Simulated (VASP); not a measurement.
# TaN in VASP: a series of runs, part 2 of 2

VASP 6.6.1.

### 3 Single point, LDA+U

This run uses another cell than the first one, of 13.36 Å³/atom.

File INCAR:

```
PREC = Accurate
ENCUT = 700
EDIFF = 1E-6
ISMEAR = -1
SIGMA = 0.05
LREAL = False
LASPH = True
NELM = 200
ALGO = Normal
ISIF = 2
LWAVE = False
LCHARG = False
LMAXMIX = 4
LDAU = True
LDAUTYPE = 2
LDAUL = 2 -1
LDAUU = 6 0
LDAUJ = 0 0
LDAUPRINT = 1
GGA = CA
NBANDS = 26
GGA_COMPAT = False
```

File KPOINTS:

```
Automatic mesh
0
Gamma
  8 8 6
```

File POSCAR:

```
TaN
1.0
    4.1588316672      0.0000000000      0.0000000000
    0.0000000000      4.1588316672      0.0000000000
    0.0000000000      0.0000000000      3.0886099670
Ta N
2 2
Direct
    0.0000000000      0.0000000000      0.0000000000
    0.5000000000      0.5000000000      0.0000000000
    0.5000000000      0.0000000000     -0.0000043467
    0.0000000000      0.5000000000      1.0000043467
```

Potentials or basis: VASP PAW LDA potentials, release 64 (Ta_sv_GW, N).

Command:

```sh
> cat potpaw_LDA.64/Ta_sv_GW/POTCAR potpaw_LDA.64/N/POTCAR > POTCAR
> mpirun -np 1 vasp_std > vasp.out
```

OUTCAR:

```text
PREC = Accurate
   ENCUT = 700
   EDIFF = 1E-6
   ISMEAR = -1
   LREAL = False
   LASPH = True
   NELM = 200
   ISIF = 2
   GGA = CA

 ion  position               nearest neighbor table
   1  0.000  0.000  0.000-   3 2.08   4 2.08   4 2.08   3 2.08   2 2.94   2 2.94   2 2.94   2 2.94

   2  0.500  0.500  0.000-   3 2.08   4 2.08   3 2.08   4 2.08   1 2.94   1 2.94   1 2.94   1 2.94

   3  0.500  0.000  1.000-   1 2.08   2 2.08   2 2.08   1 2.08
   4  0.000  0.500  0.000-   1 2.08   2 2.08   1 2.08   2 2.08

  LATTYP: Found a simple tetragonal cell.
 ALAT       =     4.1588316672
 C/A-ratio  =     0.7426628953

  Lattice vectors:

 A1 = (   4.1588316672,   0.0000000000,   0.0000000000)
 A2 = (   0.0000000000,   4.1588316672,   0.0000000000)
 A3 = (   0.0000000000,   0.0000000000,   3.0886099670)

Analysis of symmetry for initial positions (statically):
=====================================================================
 Subroutine PRICEL returns following result:

  LATTYP: Found a simple tetragonal cell.
 ALAT       =     2.9407380737
[... 254 lines left out ...]
  ext. energy  EPLUGINS =         0.00000000
  ---------------------------------------------------
  free energy    TOTEN  =       -41.81132721 eV

  energy without entropy =      -41.79642225  energy(sigma->0) =      -41.80387473

 E-fermi :   9.6943     XC(G=0): -12.5763

 val. band max:        9.6773573292   @ k =   0.3750   0.3750   0.3333
 cond. band min:       9.7497883242   @ k =   0.3750   0.2500   0.3333
 fundamental gap:      0.0724309950
 Fermi energy:         9.6943380211

 k-point     1 :       0.0000    0.0000    0.0000
  band No.  band energies     occupation
      1     -59.8596      2.00000
      2     -59.7810      2.00000
      3     -26.9418      2.00000
      4     -26.9418      2.00000
      5     -26.3344      2.00000
      6     -26.3344      2.00000
[... 685 lines left out ...]
     25      15.8586      0.00000
     26      15.8586      0.00000

 [... further k-points ...]
[... 5 lines left out ...]
  --------------------------------------------------------------------------------------
  -------------------------------------------------------------------------------------
  Total        4.3958937      4.3958937     -0.3656415      0.0000000     -0.0000000      0.0000000
  in kB      131.8414624    131.8414624    -10.9663060      0.0000000     -0.0000000      0.0000000
  external PRESSURE =      84.2388729 kB  Pullay stress =       0.0000000 kB

 VOLUME and BASIS-vectors are now :
 -----------------------------------------------------------------------------
  energy-cutoff  :      700.00
  volume of cell :       53.42
      direct lattice vectors                 reciprocal lattice vectors
     4.158831667  0.000000000  0.000000000     0.240452146  0.000000000  0.000000000
     0.000000000  4.158831667  0.000000000     0.000000000  0.240452146  0.000000000
     0.000000000  0.000000000  3.088609967     0.000000000  0.000000000  0.323770243

 POSITION                                       TOTAL-FORCE (eV/Angst)
 -----------------------------------------------------------------------------------
      0.00000      0.00000      0.00000        -0.000000     -0.000000     -0.000000
      2.07942      2.07942      0.00000         0.000000      0.000000      0.000000
      2.07942      0.00000      3.08860        -0.000000     -0.000000     -0.000000
      0.00000      2.07942      0.00001        -0.000000     -0.000000     -0.000000
 -----------------------------------------------------------------------------------
    total drift:                                0.000000      0.000000     -0.000000

  FREE ENERGIE OF THE ION-ELECTRON SYSTEM (eV)
  ---------------------------------------------------
  free  energy   TOTEN  =       -41.8113272054 eV

  energy  without entropy=      -41.7964222492  energy(sigma->0) =      -41.80387473
```

OSZICAR:

```text
N       E                     dE             d eps       ncg     rms          rms(c)
DAV:   1     0.341071123939E+03    0.34107E+03   -0.25287E+04  3120   0.175E+03
DAV:   2    -0.301550345436E+02   -0.37123E+03   -0.36052E+03  4164   0.397E+02
DAV:   3    -0.518442946090E+02   -0.21689E+02   -0.21467E+02  4270   0.956E+01
DAV:   4    -0.521523082042E+02   -0.30801E+00   -0.30776E+00  4096   0.111E+01
DAV:   5    -0.521567988822E+02   -0.44907E-02   -0.44893E-02  4232   0.118E+00    0.938E+01
DAV:   6    -0.421510923704E+02    0.10006E+02   -0.42348E+01  3436   0.343E+01    0.125E+02
DAV:   7    -0.425637490918E+02   -0.41266E+00   -0.24976E+00  3728   0.760E+00    0.101E+02
DAV:   8    -0.423325718800E+02    0.23118E+00   -0.45437E+00  3400   0.998E+00    0.123E+02
DAV:   9    -0.426399536149E+02   -0.30738E+00   -0.20782E+00  3410   0.983E+00    0.469E+02
DAV:  10    -0.418392874325E+02    0.80067E+00   -0.21253E+00  3506   0.869E+00    0.204E+02
DAV:  11    -0.418409967454E+02   -0.17093E-02   -0.72058E-01  3760   0.535E+00    0.798E+01
DAV:  12    -0.418352685526E+02    0.57282E-02   -0.22023E-02  3540   0.113E+00    0.856E+01
DAV:  13    -0.418116944660E+02    0.23574E-01   -0.84740E-02  3566   0.195E+00    0.178E+01
DAV:  14    -0.418111562357E+02    0.53823E-03   -0.83527E-03  3920   0.571E-01    0.222E+00
DAV:  15    -0.418112497770E+02   -0.93541E-04   -0.28269E-04  4042   0.960E-02    0.590E-01
DAV:  16    -0.418113243294E+02   -0.74552E-04   -0.14064E-04  3788   0.698E-02    0.268E-01
DAV:  17    -0.418113273690E+02   -0.30396E-05   -0.43441E-05  3686   0.384E-02    0.968E-02
DAV:  18    -0.418113272054E+02    0.16367E-06   -0.32851E-06  2928   0.111E-02
   1 F= -.41811327E+02 E0= -.41803875E+02  d E =-.149050E-01
```

It took 76 s on 1 thread of AMD EPYC 9R45 (Zen 5), shared host; peak memory 0.21 GiB.

What came out:

| Quantity | Value |
| --- | --- |
| Free energy | -41.8113 eV |
| Pressure | 8.4 GPa |
| Band gap on the k mesh | zero (bands 18 and 19 overlap by 4.02 eV) |

Stress tensor (GPa, compression positive):
```
13.18  0.00  0.00
 0.00 13.18  0.00
 0.00  0.00 -1.10
```

Levels at points of the mesh, in eV from the Fermi level:
| k point | band 16 | band 17 | band 18 | band 19 | band 20 | band 21 |
| --- | --- | --- | --- | --- | --- | --- |
| (0.00, 0.00, 0.00) | -2.86 | -2.51 | -2.01 | -1.80 | 1.35 | 1.35 |
| (0.50, 0.00, 0.00) | -3.25 | -3.03 | -3.03 | 2.26 | 2.26 | 2.51 |
| (0.50, 0.50, 0.00) | -3.73 | -3.02 | -3.02 | 4.04 | 4.04 | 4.08 |
| (0.00, 0.00, 0.50) | -2.63 | -2.63 | -2.29 | -2.29 | 1.74 | 1.74 |
| (0.50, 0.00, 0.50) | -4.40 | -0.71 | -0.71 | 2.58 | 2.58 | 2.67 |
| (0.50, 0.50, 0.50) | -6.30 | 1.73 | 1.73 | 2.54 | 2.54 | 3.32 |

Eigenvalues of the final occupation matrices:
```tsv
site	spin	trace	eigenvalues
site 1 d	1	1.06	0.14 0.14 0.21 0.26 0.31
site 1 d	2	1.06	0.14 0.14 0.21 0.26 0.31
site 2 d	1	1.06	0.14 0.14 0.21 0.26 0.31
site 2 d	2	1.06	0.14 0.14 0.21 0.26 0.31
```

Caveat: the stress differs along the axes, from -1 to 13 GPa; spin-orbit coupling is left out, which moves the levels of the heavy elements; U without spin polarisation on a metal has little footing.

The gap in the log of VASP goes by the Fermi energy; the results here count the filled bands.